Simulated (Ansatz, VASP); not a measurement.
# ScBS3 in VASP and in Ansatz

File INCAR:

```
  PREC = Accurate
  ENCUT = 600
  EDIFF = 1E-7
  ISMEAR = 0
  SIGMA = 0.1
  LREAL = F
  LASPH = T
  NELM = 80
  ALGO = Normal
  ISIF = 3
  LWAVE = F
  LCHARG = F
  GGA = PE
  IBRION = 2
  NSW = 90
  EDIFFG = -0.04
```

Contents of KPOINTS:

```
Automatic mesh
0
Gamma
  4 4 4
```

The input POSCAR:

```
ScBS3
1.0
    4.2988930900      0.0000000000      0.0000000000
    0.0000000000      4.2988930900      0.0000000000
    0.0000000000      0.0000000000      4.2988930900
Sc B S
1 1 3
Direct
    0.5000000000      0.5000000000      0.5000000000
    0.0000000000      0.0000000000      0.0000000000
    0.5000000000      0.0000000000      0.0000000000
    0.0000000000      0.5000000000      0.0000000000
    0.0000000000      0.0000000000      0.5000000000
```

Input for Ansatz:

```yaml
crystal:
  lattice:
    - [4.29889309, 0.0, 0.0]
    - [0.0, 4.29889309, 0.0]
    - [0.0, 0.0, 4.29889309]
  atoms:
    - { symbol: Sc, position: [0.5, 0.5, 0.5] }
    - { symbol: B, position: [0.0, 0.0, 0.0] }
    - { symbol: S, position: [0.5, 0.0, 0.0] }
    - { symbol: S, position: [0.0, 0.5, 0.0] }
    - { symbol: S, position: [0.0, 0.0, 0.5] }
basis:
  ecutwfc: 420
kpoints:
  mp_grid: { grid: [4, 4, 4] }
hamiltonian:
  xc: pbe
scf:
  occupations: { method: gaussian, width: 0.1 }
  lower_state_search: "off"
output:
  forces: true
  stress: true
  eigenvalues: true
relax:
  adjacent_minimum: "off"
  f_tol: 0.04
  max_steps: 70
  cell: { stress_tol: 0.4 }
```

Alike in both runs: task relaxation of cell and atoms; functional PBE; k mesh 4 × 4 × 4; occupations gaussian, width 0.1 eV; no spin polarisation.

```csv
,VASP,Ansatz
version,VASP 6.6.1,Ansatz 0.2.0
potentials or method,"VASP PAW PBE potentials, release 64 (Sc_sv, B, S), cutoff 600 eV","scalar-relativistic, plane waves, PAW"
valence electrons in the cell,32,32
```

|  | VASP | Ansatz | Ansatz less VASP |
| --- | --- | --- | --- |
| gap on the k mesh at the Fermi level, each at its own relaxed structure (eV) | none | none | - |
| relaxed volume (Å³/atom) | 15.19 | 15.19 | +0.001 |
| relaxed cell length with the largest relative difference (Å) | 4.235 | 4.235 | +0.0001 |

A gap of «none» marks a metal or a gap that the smearing closes.

The k mesh is coarse, so the values compare programs but aren't converged.
